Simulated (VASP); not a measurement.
Here is a VASP 6.6.1 calculation.

INCAR

```
SYSTEM = CdS
PREC = Accurate ; ENCUT = 520
EDIFF = 1E-6 ; ISMEAR = 0
SIGMA = 0.05 ; LREAL = .False.
LASPH = .True. ; NELM = 150
ALGO = Normal ; ISIF = 2
LWAVE = .False. ; LCHARG = .False.
ISPIN = 2 ; MAGMOM = 0.5 0.5
LORBIT = 11 ; GGA = PE
NBANDS = 20
```

KPOINTS

```
regular mesh
0
Gamma
  1 1 14
  0 0 0
```

The input POSCAR:

```
CdS
1.0
    9.0000000000      0.0000000000      0.0000000000
    0.0000000000      9.3000000000      0.0000000000
    0.0000000000      0.0000000000      4.5718989556
Cd S
1 1
Direct
    0.5000000000      0.5000000000      0.0000000000
    0.5000000000      0.5000000000      0.5000000000
```

Potentials or basis: VASP PAW PBE potentials, release 64 (Cd, S).

Launch:

```sh
$ cat potpaw_PBE.64/Cd/POTCAR potpaw_PBE.64/S/POTCAR > POTCAR
$ mpirun -np 1 vasp_std > vasp.out
```

What does it give for the band gap on the k mesh?

1.06 eV, indirect (least direct gap 1.95 eV).

Estimate the net moment.

0.00 μB per cell.
